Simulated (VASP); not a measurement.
# HfN (Fm-3m) in VASP: a series of runs

The runs below take HfN through electric field gradients, with PBEsol.

All numbers are computed with VASP 6.6.1; they aren't measurements. Logs are shortened: lines on timing, memory, paths and dates and some standing lists are left out, and cuts for length are marked.

### 1 The cell of the first run

It takes space group Fm-3m (No. 225, cubic). The conventional cell has a = 4.426 Å, b = 4.426 Å, c = 4.426 Å, α = 90.00°, β = 90.00°, γ = 90.00°. Hf (site symmetry m-3m) has 6 N at 2.21 Å within 2.9 Å. N (site symmetry m-3m) has 6 Hf at 2.21 Å within 2.9 Å.

### 2 Electric field gradients, PBEsol (volume scaled by 0.94)

Input file INCAR:

```
SYSTEM = HfN
PREC     = Accurate       ! precision mode
ENCUT    = 520            ! plane-wave cutoff, eV
EDIFF    = 1E-8           ! SCF threshold, eV
ISMEAR   = -1             ! smearing method
SIGMA    = 0.01           ! smearing width, eV
LREAL    = .FALSE.        ! projectors in reciprocal space
LASPH    = .TRUE.         ! aspherical terms in the spheres
NELM     = 60             ! most SCF steps
ALGO     = Normal         ! electronic algorithm
ISIF     = 2              ! what is computed and relaxed
LWAVE    = .FALSE.        ! write WAVECAR
LCHARG   = .FALSE.        ! write CHGCAR
GGA      = PS             ! functional
LEFG     = .TRUE.       
NBANDS   = 14             ! bands
```

Input file KPOINTS:

```
Automatic mesh
0
G
  10 10 10
  0 0 0
```

Input file POSCAR:

```
HfN
1.0
    0.0000000000      2.2128850196      2.2128850196
    2.2128850196      0.0000000000      2.2128850196
    2.2128850196      2.2128850196      0.0000000000
Hf N
1 1
Direct
    0.0000000000      0.0000000000      0.0000000000
    0.5000000000      0.5000000000      0.5000000000
```

Potentials or basis: VASP PAW PBE potentials, release 64 (Hf_pv, N).

The run is started by

```bash
$ cat potpaw_PBE.64/Hf_pv/POTCAR potpaw_PBE.64/N/POTCAR > POTCAR
$ mpirun -np 1 vasp_std > vasp.out
```

OUTCAR:

```text
SYSTEM = HfN
   PREC = Accurate
   ENCUT = 520
   EDIFF = 1E-8
   ISMEAR = -1
   LREAL = .FALSE.
   LASPH = .TRUE.
   NELM = 60
   ISIF = 2
   GGA = PS

 ion  position               nearest neighbor table
   1  0.000  0.000  0.000-   2 2.21   2 2.21   2 2.21   2 2.21   2 2.21   2 2.21
   2  0.500  0.500  0.500-   1 2.21   1 2.21   1 2.21   1 2.21   1 2.21   1 2.21

  LATTYP: Found a face centered cubic cell.
 ALAT       =     4.4257700392

  Lattice vectors:

 A1 = (   0.0000000000,   2.2128850196,   2.2128850196)
 A2 = (   2.2128850196,   0.0000000000,   2.2128850196)
 A3 = (   2.2128850196,   2.2128850196,   0.0000000000)

Analysis of symmetry for initial positions (statically):
=====================================================================
 Subroutine PRICEL returns:
 Original cell was already a primitive cell.

 Routine SETGRP: Setting up the symmetry group for a
 face centered cubic supercell.

 Subroutine GETGRP returns: Found 48 space group operations
 (whereof 48 operations were pure point group operations)
 out of a pool of 48 trial point group operations.

The static configuration has the point symmetry O_h .

Analysis of symmetry for dynamics (positions and initial velocities):
=====================================================================
 Subroutine PRICEL returns:
 Original cell was already a primitive cell.

 Routine SETGRP: Setting up the symmetry group for a
 face centered cubic supercell.

 Subroutine GETGRP returns: Found 48 space group operations
 (whereof 48 operations were pure point group operations)
 out of a pool of 48 trial point group operations.

The dynamic configuration has the point symmetry O_h .

 Subroutine INISYM returns: Found 48 space group operations
 (whereof 48 operations are pure point group operations),
 and found     1 'primitive' translations

----------------------------------------------------------------------------------------

                                     Primitive cell

  volume of cell :      21.6724

  direct lattice vectors                    reciprocal lattice vectors
     0.000000000  2.212885020  2.212885020    -0.225949381  0.225949381  0.225949381
     2.212885020  0.000000000  2.212885020     0.225949381 -0.225949381  0.225949381
     2.212885020  2.212885020  0.000000000     0.225949381  0.225949381 -0.225949381

  length of vectors
[... 128 lines left out ...]

 E-fermi :   8.7862     XC(G=0): -13.2205

 val. band max:        8.7499834309   @ k =  -0.4000   0.3000   0.0000
 cond. band min:       8.8001571979   @ k =  -0.1000   0.1000   0.0000
 fundamental gap:      0.0501737670
 Fermi energy:         8.7861891922

 k-point     1 :       0.0000    0.0000    0.0000
  band No.  band energies     occupation
      1     -22.0503      2.00000
      2     -22.0503      2.00000
      3     -22.0503      2.00000
      4      -9.0522      2.00000
      5       5.6994      2.00000
      6       5.6994      2.00000
      7       5.6994      2.00000
      8       8.3483      2.00000
      9       8.3483      2.00000
     10       8.3483      2.00000
     11      10.8554      0.00000
     12      10.8554      0.00000
     13      11.1841      0.00000
     14      18.4472      0.00000
[... 377 lines left out ...]
      1     -22.9055      2.00000
      2     -22.3830      2.00000
      3     -22.3456      2.00000
      4      -7.5254      2.00000
      5       2.0101      2.00000
      6       4.0080      2.00000
      7       4.5630      2.00000
      8       6.1205      2.00000
      9      13.1759      0.00000
     10      13.7914      0.00000
     11      13.9358      0.00000
     12      14.1738      0.00000
     13      18.6479      0.00000
     14      20.8459      0.00000

 [... further k-points ...]
[... 5 lines left out ...]
  --------------------------------------------------------------------------------------
  -------------------------------------------------------------------------------------
  Total        1.8857196      1.8857196      1.8857196      0.0000000      0.0000000      0.0000000
  in kB      139.4058971    139.4058971    139.4058971      0.0000000      0.0000000      0.0000000
  external PRESSURE =     139.4058971 kB  Pullay stress =       0.0000000 kB

 VOLUME and BASIS-vectors are now :
 -----------------------------------------------------------------------------
  energy-cutoff  :      520.00
  volume of cell :       21.67
      direct lattice vectors                 reciprocal lattice vectors
     0.000000000  2.212885020  2.212885020    -0.225949381  0.225949381  0.225949381
     2.212885020  0.000000000  2.212885020     0.225949381 -0.225949381  0.225949381
     2.212885020  2.212885020  0.000000000     0.225949381  0.225949381 -0.225949381

 POSITION                                       TOTAL-FORCE (eV/Angst)
 -----------------------------------------------------------------------------------
      0.00000      0.00000      0.00000        -0.000000      0.000000     -0.000000
      2.21289      2.21289      2.21289         0.000000      0.000000      0.000000
 -----------------------------------------------------------------------------------
    total drift:                                0.000000     -0.000000     -0.000000

  FREE ENERGIE OF THE ION-ELECTRON SYSTEM (eV)
  ---------------------------------------------------
  free  energy   TOTEN  =       -22.9449750855 eV

  energy  without entropy=      -22.9447650131  energy(sigma->0) =      -22.94487005

 Electric field gradients (V/A^2)
---------------------------------------------------------------------
 ion       V_xx      V_yy      V_zz      V_xy      V_xz      V_yz
---------------------------------------------------------------------
   1       0.000    -0.000    -0.000    -0.000    -0.000    -0.000
   2      -0.000    -0.000    -0.000     0.000     0.000     0.000
---------------------------------------------------------------------

 Electric field gradients after diagonalization (V/A^2)
 (convention: |V_zz| > |V_xx| > |V_yy|)
----------------------------------------------------------------------
 ion       V_xx      V_yy      V_zz     asymmetry (V_yy - V_xx)/ V_zz
----------------------------------------------------------------------
   1       0.000     0.000    -0.000       0.000
   2      -0.000    -0.000     0.001       0.000
----------------------------------------------------------------------

           NMR quadrupolar parameters

 Cq : quadrupolar parameter    Cq=e*Q*V_zz/h
 eta: asymmetry parameters     (V_yy - V_xx)/ V_zz
 Q  : nuclear electric quadrupole moment in mb (millibarn)
----------------------------------------------------------------------
 ion       Cq(MHz)       eta       Q (mb)
----------------------------------------------------------------------
   1      -0.000       0.000       1.000
   2       0.000       0.000       1.000
----------------------------------------------------------------------
```

OSZICAR:

```text
N       E                     dE             d eps       ncg     rms          rms(c)
DAV:   1     0.378157182418E+02    0.37816E+02   -0.78252E+03  1316   0.102E+03
DAV:   2    -0.238507153327E+02   -0.61666E+02   -0.58219E+02  1686   0.241E+02
DAV:   3    -0.256750349635E+02   -0.18243E+01   -0.18200E+01  1550   0.343E+01
DAV:   4    -0.256807722171E+02   -0.57373E-02   -0.57369E-02  1556   0.223E+00
DAV:   5    -0.256808024896E+02   -0.30272E-04   -0.30273E-04  1540   0.139E-01    0.568E+01
DAV:   6    -0.230375838655E+02    0.26432E+01   -0.70024E+00  1532   0.212E+01    0.464E+01
DAV:   7    -0.229708938637E+02    0.66690E-01   -0.44505E-01  1634   0.575E+00    0.268E+01
DAV:   8    -0.229484815535E+02    0.22412E-01   -0.69548E-02  1604   0.228E+00    0.459E+00
DAV:   9    -0.229451539559E+02    0.33276E-02   -0.10303E-02  1538   0.796E-01    0.194E+00
DAV:  10    -0.229450055990E+02    0.14836E-03   -0.10043E-03  1768   0.300E-01    0.441E-01
DAV:  11    -0.229449763697E+02    0.29229E-04   -0.75000E-05  1564   0.870E-02    0.653E-02
DAV:  12    -0.229449754519E+02    0.91773E-06   -0.60021E-06  1694   0.207E-02    0.300E-02
DAV:  13    -0.229449751428E+02    0.30912E-06   -0.18213E-07  1610   0.400E-03    0.961E-04
DAV:  14    -0.229449750778E+02    0.65059E-07   -0.12480E-08  1288   0.102E-03    0.371E-03
DAV:  15    -0.229449750855E+02   -0.77780E-08   -0.24363E-09   898   0.493E-04
   1 F= -.22944975E+02 E0= -.22944870E+02  d E =-.210072E-03
```

stdout:

```text
POSCAR found type information on POSCAR HfN
 POSCAR found :  2 types and       2 ions
 scaLAPACK will be used
 -----------------------------------------------------------------------------
|                                                                             |
|                                                                             |
|     You enforced a specific xc type in the INCAR file but a different       |
|     I HOPE YOU KNOW WHAT YOU ARE DOING!                                     |
|                                                                             |
 -----------------------------------------------------------------------------

 LDA part: xc-table for (Slater+PW92), standard interpolation
 POSCAR, INCAR and KPOINTS ok, starting setup
 FFT: planning ... GRIDC
 FFT: planning ... GRID_SOFT
 FFT: planning ... GRID
 WAVECAR not read
 entering main loop
ion   1

ion   2
```

Run time: 8.3 s. Hardware: 1 thread of Intel Xeon Platinum 8488C (Sapphire Rapids), shared host; peak memory 0.14 GiB.

What came out:

```yaml
Free_energy: -22.9450 eV
Pressure: 13.9 GPa
```

Caveat: without QUAD_EFG the Cq values of the log hold for a quadrupole moment of 1 mb, not for the nuclei; the PAW data sets were made with another functional, which shifts forces and pressure a little; spin-orbit coupling is left out, which moves the levels of the heavy elements.

(Part 1 of 2 ends here.)
